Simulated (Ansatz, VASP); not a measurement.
One calculation of Ni, two programs

```
Ni
1.0
     0.00000    1.74908    1.74908
     1.74908    0.00000    1.74908
     1.74908    1.74908    0.00000
Ni
1
Cartesian
  0.0000 0.0000 0.0000
```

Alike in both runs: task single point; functional r2SCAN; k mesh 13 × 13 × 13; occupations fermi-dirac, width 0.05 eV; collinear spin.

|  | VASP | Ansatz |
| --- | --- | --- |
| version | VASP 6.6.1 | Ansatz 0.2.0 |
| potentials or method | VASP PAW PBE potentials, release 64 (Ni_sv_GW) | Ansatz PAW |
| plane-wave cutoff (eV) | 760 | 500 |
| valence electrons in the cell | 18 | 18 |

Ansatz gave:

* gap on the k mesh at the Fermi level (eV): none
* pressure (GPa): -3.9
* net moment per atom (μB): 0.73
* size of the moment on the site where the two differ most (μB): 0.79

Estimate VASP's values.

gap on the k mesh at the Fermi level (eV): none; pressure (GPa): -4.3; net moment per atom (μB): 0.74; size of the moment on the site where the two differ most (μB): 0.81.

VASP's potentials were made for PBE, not for r2SCAN. Site moments also hang on the region over which each program counts them. A gap of «none» marks a metal or a gap that the smearing closes. With one functional, cell and mesh, what is left measures potentials, basis and numerics.

Noted on Ansatz's run: the magnetic or orbital state may not be the lowest.
